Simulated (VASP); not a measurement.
A run of VASP 6.6.1 is set up as follows.

The input INCAR:

```
PREC = Accurate ; ENCUT = 500
EDIFF = 1E-6 ; ISMEAR = 0
SIGMA = 0.1 ; LREAL = False
LASPH = True ; NELM = 120
ALGO = Normal ; ISIF = 2
LWAVE = False ; LCHARG = True
GGA = PE ; LELF = True
LVHAR = True ; NBANDS = 8
GGA_COMPAT = False
```

File KPOINTS:

```
regular mesh
0
Gamma
  18 18 18
```

Contents of POSCAR:

```
Al
1.0
    0.0000000000      1.9794774887      1.9794774887
    1.9794774887      0.0000000000      1.9794774887
    1.9794774887      1.9794774887      0.0000000000
Al
1
Direct
    0.0000000000      0.0000000000      0.0000000000
```

Potentials or basis: VASP PAW PBE potentials, release 64 (Al).

The run is started by

```console
$ cat potpaw_PBE.64/Al/POTCAR > POTCAR
$ mpirun -np 1 vasp_std > vasp.out
```

Task: What does it give for the pressure?

Result: 5.4 GPa.
